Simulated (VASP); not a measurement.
A run of VASP 6.6.1 is set up as follows.

Contents of INCAR:

```
SYSTEM = CuI
PREC = Accurate
ENCUT = 520
EDIFF = 1E-6
ISMEAR = -1
SIGMA = 0.02
LREAL = .FALSE.
LASPH = .TRUE.
NELM = 100
ALGO = Normal
ISIF = 2
LWAVE = .FALSE.
LCHARG = .TRUE.
GGA = PE
LELF = .TRUE.
LVHAR = .TRUE.
NBANDS = 26
```

Contents of KPOINTS:

```
Automatic mesh
0
G
  6 6 4
  0 0 0
```

The input POSCAR:

```
CuI
1.0
    4.0551101088      0.0000000000      0.0000000000
    0.0000000000      4.0551101088      0.0000000000
    0.0000000000      0.0000000000      6.6655063414
Cu I
2 2
Direct
    0.5000000000      0.5000000000      0.0000000000
    0.0000000000      0.0000000000      0.0000000000
    0.5000000000      0.0000000000      0.2558269957
    0.0000000000      0.5000000000      0.7441730043
```

Potentials or basis: VASP PAW PBE potentials, release 64 (Cu, I).

Run with:

```console
$ cat potpaw_PBE.64/Cu/POTCAR potpaw_PBE.64/I/POTCAR > POTCAR
$ mpirun -np 1 vasp_std > vasp.out
```

Task: Estimate the largest force.

Result: 0.142 eV/Å.

Task: What does it give for the pressure?

Result: 1.6 GPa.

Task: What does it give for the band gap on the k mesh?

Result: 1.62 eV.

Forces in eV/Å, atoms in the order of the input:
```
Cu   0.000  0.000  0.000
Cu   0.000  0.000  0.000
I    0.000  0.000  0.142
I    0.000  0.000 -0.142
```

Caveat: the cell differs from its parent crystal (uniaxial z strain +5.0%); spin-orbit coupling is left out, which moves the levels of the heavy elements; this functional lacks dispersion, which binds layers or chains, so the pressure and a relaxed spacing across them are unreliable.
